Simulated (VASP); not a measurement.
# CoSi (CsCl type) (Pm-3m) in VASP: notebook

The runs below take CoSi (CsCl type) through single point, relaxation of cell and atoms, with PBE.

Program: VASP 6.6.1. These are calculated values, not measurements. Logs are shortened: lines on timing, memory, paths and dates and some standing lists are left out, and cuts for length are marked.

## 1. The cell of the first run

It takes space group Pm-3m (No. 221, cubic). The conventional cell has a = 2.780 Å, b = 2.780 Å, c = 2.780 Å, α = 90.00°, β = 90.00°, γ = 90.00°. Co (site symmetry m-3m) has 8 Si at 2.41 Å and 6 Co at 2.78 Å within 3.2 Å. Si (site symmetry m-3m) has 8 Co at 2.41 Å and 6 Si at 2.78 Å within 3.2 Å.

## 2. Single point, PBE

The input, INCAR:

```
  PREC = Accurate
  ENCUT = 520
  EDIFF = 1E-7
  ISMEAR = -1
  SIGMA = 0.05
  LREAL = F
  LASPH = T
  NELM = 60
  ALGO = Normal
  ISIF = 2
  LWAVE = F
  LCHARG = F
  GGA = PE
  NBANDS = 14
```

The input, KPOINTS:

```
Automatic mesh
0
Gamma
  14 14 14
```

The input, POSCAR:

```
CoSi
1.0
    2.7799185627      0.0000000000      0.0000000000
    0.0000000000      2.7799185627      0.0000000000
    0.0000000000      0.0000000000      2.7799185627
Co Si
1 1
Direct
    0.0000000000      0.0000000000      0.0000000000
    0.5000000000      0.5000000000      0.5000000000
```

Potentials or basis: VASP PAW PBE potentials, release 64 (Co, Si).

Started as:

```sh
$ cat potpaw_PBE.64/Co/POTCAR potpaw_PBE.64/Si/POTCAR > POTCAR
$ mpirun -np 1 vasp_std > vasp.out
```

OUTCAR:

```text
PREC = Accurate
   ENCUT = 520
   EDIFF = 1E-7
   ISMEAR = -1
   LREAL = F
   LASPH = T
   NELM = 60
   ISIF = 2
   GGA = PE

 ion  position               nearest neighbor table
   1  0.000  0.000  0.000-   2 2.41   2 2.41   2 2.41   2 2.41   2 2.41   2 2.41   2 2.41   2 2.41

   2  0.500  0.500  0.500-   1 2.41   1 2.41   1 2.41   1 2.41   1 2.41   1 2.41   1 2.41   1 2.41

  LATTYP: Found a simple cubic cell.
 ALAT       =     2.7799185627

  Lattice vectors:

 A1 = (   2.7799185627,   0.0000000000,   0.0000000000)
 A2 = (   0.0000000000,   2.7799185627,   0.0000000000)
 A3 = (   0.0000000000,   0.0000000000,   2.7799185627)

Analysis of symmetry for initial positions (statically):
=====================================================================
 Subroutine PRICEL returns:
 Original cell was already a primitive cell.

 Routine SETGRP: Setting up the symmetry group for a
 simple cubic supercell.

 Subroutine GETGRP returns: Found 48 space group operations
 (whereof 48 operations were pure point group operations)
 out of a pool of 48 trial point group operations.

The static configuration has the point symmetry O_h .

Analysis of symmetry for dynamics (positions and initial velocities):
=====================================================================
 Subroutine PRICEL returns:
 Original cell was already a primitive cell.

 Routine SETGRP: Setting up the symmetry group for a
 simple cubic supercell.

 Subroutine GETGRP returns: Found 48 space group operations
 (whereof 48 operations were pure point group operations)
 out of a pool of 48 trial point group operations.

The dynamic configuration has the point symmetry O_h .

 Subroutine INISYM returns: Found 48 space group operations
 (whereof 48 operations are pure point group operations),
 and found     1 'primitive' translations

----------------------------------------------------------------------------------------

                                     Primitive cell

  volume of cell :      21.4831

  direct lattice vectors                    reciprocal lattice vectors
     2.779918563  0.000000000  0.000000000     0.359722768  0.000000000  0.000000000
     0.000000000  2.779918563  0.000000000     0.000000000  0.359722768  0.000000000
     0.000000000  0.000000000  2.779918563     0.000000000  0.000000000  0.359722768

  length of vectors
     2.779918563  2.779918563  2.779918563     0.359722768  0.359722768  0.359722768

  position of ions in fractional coordinates (direct lattice)
     0.000000000  0.000000000  0.000000000
     0.500000000  0.500000000  0.500000000

  ion indices of the primitive-cell ions
   primitive index   ion index
                 1           1
                 2           2

----------------------------------------------------------------------------------------

 KPOINTS: Automatic mesh

Automatic generation of k-mesh.
 Grid dimensions read from file:
 generate k-points for:   14   14   14

 Generating k-lattice:

  Cartesian coordinates                     Fractional coordinates (reciprocal lattice)
     0.025694483  0.000000000  0.000000000     0.071428571  0.000000000  0.000000000
     0.000000000  0.025694483  0.000000000     0.000000000  0.071428571  0.000000000
     0.000000000  0.000000000  0.025694483     0.000000000  0.000000000  0.071428571

  Length of vectors
     0.025694483  0.025694483  0.025694483

  Shift w.r.t. Gamma in fractional coordinates (k-lattice)
     0.000000000  0.000000000  0.000000000

 Subroutine IBZKPT returns following result:
 ===========================================

 Found    120 irreducible k-points:

 Following reciprocal coordinates:
            Coordinates               Weight
  0.000000  0.000000  0.000000      1.000000
  0.071429  0.000000  0.000000      6.000000
  0.142857  0.000000  0.000000      6.000000
  0.214286  0.000000  0.000000      6.000000
  0.285714  0.000000  0.000000      6.000000
  0.357143  0.000000  0.000000      6.000000
[... 16 lines left out ...]
  0.285714  0.214286  0.000000     24.000000
  0.357143  0.214286  0.000000     24.000000
 [... further k-points ...]
   k-points           NKPTS =    120   k-points in BZ     NKDIM =    120   number of bands    NBANDS=     14
   number of dos      NEDOS =    301   number of ions     NIONS =      2
   total plane-waves  NPLWV =  13824
   dimension x,y,z NGX =    24 NGY =   24 NGZ =   24
   dimension x,y,z NGXF=    48 NGYF=   48 NGZF=   48
   ions per type =               1   1
   NGX,Y,Z   is equivalent  to a cutoff of  14.35, 14.35, 14.35 a.u.
   NGXF,Y,Z  is equivalent  to a cutoff of  28.71, 28.71, 28.71 a.u.
 SYSTEM =  unknown system
   PREC   = accura    normal or accurate (medium, high low for compatibility)
   ISTART =      0    job   : 0-new  1-cont  2-samecut
   ICHARG =      2    charge: 1-file 2-atom 10-const
   ISPIN  =      1    spin polarized calculation?
   LNONCOLLINEAR =      F non collinear calculations
   LSORBIT =      F    spin-orbit coupling
   LASPH  =      T    aspherical Exc in radial PAW
   ENCUT  =  520.0 eV  38.22 Ry    6.18 a.u.   5.17  5.17  5.17*2*pi/ulx,y,z
   NELM   =     60;   NELMIN=  2; NELMDL= -5     # of ELM steps
   EDIFF  = 0.1E-06   stopping-criterion for ELM
   LREAL  =      F    real-space projection
   EDIFFG = 0.1E-05   stopping-criterion for IOM
   NSW    =      0    number of steps for IOM
   IBRION =     -1    ionic relax: 0-MD 1-quasi-New 2-CG
   NFREE  =      0    steps in history (QN), initial steepest desc. (CG)
   ISIF   =      2    stress and relaxation
   ISYM   =      2    0-nonsym 1-usesym 2-fastsym
   POTIM  = 0.5000    time-step for ionic-motion
   TEBEG  =    0.0;   TEEND  =   0.0 temperature during run
   PSTRESS=    0.0 pullay stress
   NELECT =      13.0000    total number of electrons
   NUPDOWN=      -1.0000    fix difference up-down
   EMIN   =  10.00;   EMAX   =-10.00  energy-range for DOS
   EFERMI =   0.00;   METHOD = LEGACY
   ISMEAR =    -1;   SIGMA  =   0.05  broadening in eV -4-tet -1-fermi 0-gaus
   EFERMI_NEDOS =   21; number of points for ismear=-14 and -15
   IALGO  =     38    algorithm
   IMIX   =      4    mixing-type and parameters
     AMIX     =   0.40;   BMIX     =  1.00
     AMIX_MAG =   1.60;   BMIX_MAG =  1.00
  volume/ion in A,a.u.               =      10.74        72.49
  Fermi-wavevector in a.u.,A,eV,Ry     =   1.384705  2.616713 26.087912  1.917407
  Thomas-Fermi vector in A             =   2.509184
   LORBIT       =      0    0 simple, 1 ext, 2 COOP (PROOUT), +10 PAW based schemes
   GGA     = PE    functional components
   LHFCALC =     F    Hartree Fock is set to
   AEXX    =    0.0000 exact exchange contribution
   IVDW    =     0    specifies the selected vdW correction
   LEPSILON=     F    determine dielectric tensor
   LRPA    =     F    only Hartree local field effects (RPA)
 non-spin polarized calculation
  energy-cutoff  :      520.00
  volume of cell :       21.48
 maximum number of plane-waves:       591
 NGX is ok and might be reduce to    24
   NGX = 11   NGY = 11   NGZ = 11

 number of electron      13.0000003 magnetization

 Free energy of the ion-electron system (eV)
  ---------------------------------------------------
  ext. energy  EPLUGINS =         0.00000000
  ---------------------------------------------------
  free energy    TOTEN  =       -13.27134170 eV

  energy without entropy =      -13.25328487  energy(sigma->0) =      -13.26231329

 E-fermi :  12.7510     XC(G=0): -12.9486

 val. band max:       12.7505880986   @ k =   0.4286   0.2143   0.2143
 cond. band min:      12.7907939509   @ k =   0.3571   0.1429   0.1429
 fundamental gap:      0.0402058523
 Fermi energy:        12.7510206749

 k-point     1 :       0.0000    0.0000    0.0000
  band No.  band energies     occupation
      1      -1.4039      2.00000
      2       9.0732      2.00000
      3       9.0732      2.00000
      4      11.5492      2.00000
      5      11.5492      2.00000
      6      11.5492      2.00000
      7      15.8521      0.00000
      8      15.8521      0.00000
      9      15.8521      0.00000
     10      20.4359      0.00000
     11      20.4359      0.00000
     12      24.9539      0.00000
     13      32.5232      0.00000
     14      32.5232      0.00000

 k-point     2 :       0.0714    0.0000    0.0000
  band No.  band energies     occupation
      1      -1.3056      2.00000
      2       9.0127      2.00000
      3       9.1083      2.00000
      4      11.4568      2.00000
      5      11.4568      2.00000
      6      11.5567      2.00000
      7      15.2216      0.00000
      8      16.0281      0.00000
      9      16.0281      0.00000
     10      20.3992      0.00000
     11      21.0356      0.00000
     12      25.2902      0.00000
     13      31.5566      0.00000
     14      31.5566      0.00000

 k-point     3 :       0.1429    0.0000    0.0000
  band No.  band energies     occupation
      1      -1.0124      2.00000
      2       8.7678      2.00000
      3       9.2087      2.00000
      4      11.2240      2.00000
      5      11.2240      2.00000
      6      11.5778      2.00000
      7      14.0659      0.00000
      8      16.5139      0.00000
      9      16.5139      0.00000
     10      20.2921      0.00000
     11      22.0512      0.00000
     12      26.3926      0.00000
     13      29.8022      0.00000
     14      29.8022      0.00000
[... 324 lines left out ...]
 k-point    23 :       0.2857    0.2143    0.0000
  band No.  band energies     occupation
      1       0.9383      2.00000
      2       7.7056      2.00000
      3       8.8454      2.00000
      4      10.3219      2.00000
      5      10.7688      2.00000
      6      11.2079      2.00000
      7      12.9924      0.01588
      8      14.8709      0.00000
      9      19.0449      0.00000
     10      20.7071      0.00000
     11      23.0319      0.00000
     12      26.6211      0.00000
     13      27.3612      0.00000
     14      29.2050      0.00000

 k-point    24 :       0.3571    0.2143    0.0000
  band No.  band energies     occupation
      1       1.7084      2.00000
      2       6.6032      2.00000
      3       9.1150      2.00000
      4      10.2159      2.00000
      5      10.5931      2.00000
      6      11.2424      2.00000
      7      12.6833      1.58942
      8      15.4410      0.00000
      9      19.7613      0.00000
     10      19.8299      0.00000
     11      22.7211      0.00000
     12      25.3310      0.00000
     13      28.0200      0.00000
     14      29.4129      0.00000

 [... further k-points ...]

------------------------ aborting loop because EDIFF is reached ----------------------------------------

  FORCE on cell =-STRESS in cart. coord.  units (eV):
  Direction    XX          YY          ZZ          XY          YZ          ZX
  --------------------------------------------------------------------------------------
  -------------------------------------------------------------------------------------
  Total       -0.0149348     -0.0149348     -0.0149348      0.0000000     -0.0000000     -0.0000000
  in kB       -1.1138171     -1.1138171     -1.1138171      0.0000000     -0.0000000     -0.0000000
  external PRESSURE =      -1.1138171 kB  Pullay stress =       0.0000000 kB

 VOLUME and BASIS-vectors are now :
 -----------------------------------------------------------------------------
  energy-cutoff  :      520.00
  volume of cell :       21.48
      direct lattice vectors                 reciprocal lattice vectors
     2.779918563  0.000000000  0.000000000     0.359722768  0.000000000  0.000000000
     0.000000000  2.779918563  0.000000000     0.000000000  0.359722768  0.000000000
     0.000000000  0.000000000  2.779918563     0.000000000  0.000000000  0.359722768

 POSITION                                       TOTAL-FORCE (eV/Angst)
 -----------------------------------------------------------------------------------
      0.00000      0.00000      0.00000         0.000000      0.000000      0.000000
      1.38996      1.38996      1.38996         0.000000      0.000000      0.000000
 -----------------------------------------------------------------------------------
    total drift:                                0.000000      0.000000      0.000000

  FREE ENERGIE OF THE ION-ELECTRON SYSTEM (eV)
  ---------------------------------------------------
  free  energy   TOTEN  =       -13.2713416978 eV

  energy  without entropy=      -13.2532848724  energy(sigma->0) =      -13.26231329
```

Wall time 12 s (1 thread of Intel Xeon 6975P-C (Granite Rapids), shared host); peak memory 0.16 GiB.

Results:

```yaml
Free_energy: -13.2713 eV
Pressure: -0.1 GPa
```

Spin polarisation is off, so any magnetic state and its effect on volume and gap are missing.

## 3. Single point, PBE

The input, INCAR:

```
SYSTEM = CoSi
  PREC = Accurate
  ENCUT = 520
  EDIFF = 1E-6
  ISMEAR = -1
  SIGMA = 0.05
  LREAL = .False.
  LASPH = .True.
  NELM = 100
  ALGO = Normal
  ISIF = 2
  LWAVE = .False.
  LCHARG = .False.
  GGA = PE
  NBANDS = 14
```

The input, KPOINTS:

```
regular mesh
0
Gamma
  14 14 14
  0 0 0
```

POSCAR is that of step 2.

Potentials or basis: VASP PAW PBE potentials, release 64 (Co, Si).

Started as:

```sh
$ cat potpaw_PBE.64/Co/POTCAR potpaw_PBE.64/Si/POTCAR > POTCAR
$ mpirun -np 1 vasp_std > vasp.out
```

Run time: 11 s. Hardware: 1 thread of Intel Xeon 6975P-C (Granite Rapids), shared host; peak memory 0.16 GiB.

It converged, with:

| Quantity | Value |
| --- | --- |
| Free energy | -13.2713 eV |
| Pressure | -0.1 GPa |

Levels at points of the mesh, in eV from the Fermi level:
| k point | band 4 | band 5 | band 6 | band 7 | band 8 | band 9 | band 10 | band 11 |
| --- | --- | --- | --- | --- | --- | --- | --- | --- |
| (0.00, 0.00, 0.00) | -1.20 | -1.20 | -1.20 | 3.10 | 3.10 | 3.10 | 7.68 | 7.68 |
| (0.50, 0.00, 0.00) | -2.50 | -2.50 | -1.05 | -0.15 | 6.76 | 8.21 | 8.21 | 9.57 |
| (0.50, 0.50, 0.00) | -3.83 | -2.02 | -2.02 | -0.43 | 1.67 | 2.07 | 8.18 | 13.57 |
| (0.50, 0.50, 0.50) | -1.59 | -0.39 | -0.39 | 1.43 | 1.43 | 1.43 | 3.70 | 3.70 |

Spin polarisation is off, so any magnetic state and its effect on volume and gap are missing.

## 4. Relaxation of cell and atoms, PBE, target pressure -0.00054 GPa, at which the enthalpy is minimised

The input, INCAR:

```
SYSTEM = CoSi
  ALGO = Normal
  EDIFF = 1E-6
  EDIFFG = -0.005
  ENCUT = 600
  GGA = PE
  IBRION = 2
  ISIF = 3
  ISMEAR = -1
  LASPH = .TRUE.
  LCHARG = .FALSE.
  LREAL = .FALSE.
  LWAVE = .FALSE.
  NELM = 80
  NSW = 32
  PREC = Accurate
  PSTRESS = -0.0054
  SIGMA = 0.05
```

The input, KPOINTS:

```
k-points
0
G
  14 14 14
  0 0 0
```

POSCAR is that of step 3.

Started as:

```sh
$ cat potpaw_PBE.64/Co/POTCAR potpaw_PBE.64/Si/POTCAR > POTCAR
$ mpirun -np 1 vasp_std > vasp.out
```

Wall time 15 s (1 thread of Intel Xeon 6975P-C (Granite Rapids), shared host); peak memory 0.17 GiB.

Results (log left out):

- Free energy: -13.2712 eV
- Relaxed volume: 10.73 Å³/atom
- Relaxed cell: a = 2.779 Å, b = 2.779 Å, c = 2.779 Å, α = 90.00°, β = 90.00°, γ = 90.00°
- Space group after relaxing (to 0.05 Å): Pm-3m (No. 221)
- Energy change on relaxing (the enthalpy is what falls): -0.0 meV/atom
- Ionic steps: 3
- Pressure after relaxing: 0.0 GPa

Final structure:
```yaml
crystal:
  lattice:
    - [2.77927, 0.00000, 0.00000]
    - [0.00000, 2.77927, 0.00000]
    - [0.00000, 0.00000, 2.77927]
  atoms:
    - { symbol: Co, position: [0.00000, 0.00000, 0.00000] }
    - { symbol: Si, position: [0.50000, 0.50000, 0.50000] }
```

Levels at points of the mesh, in eV from the Fermi level:
```
           k point  band 3  band 4  band 5  band 6  band 7  band 8  band 9  band 10
(0.00, 0.00, 0.00)   -3.68   -1.20   -1.20   -1.20    3.10    3.10    3.10     7.69
(0.50, 0.00, 0.00)   -2.89   -2.50   -2.50   -1.05   -0.15    6.75    8.22     8.22
(0.50, 0.50, 0.00)   -5.16   -3.83   -2.02   -2.02   -0.43    1.67    2.07     8.19
(0.50, 0.50, 0.50)   -5.78   -1.58   -0.39   -0.39    1.43    1.43    1.43     3.71
```

Caveat: the cell is relaxed towards a set pressure, so the enthalpy falls and the energy may rise. Spin polarisation is off, so any magnetic state and its effect on volume and gap are missing.
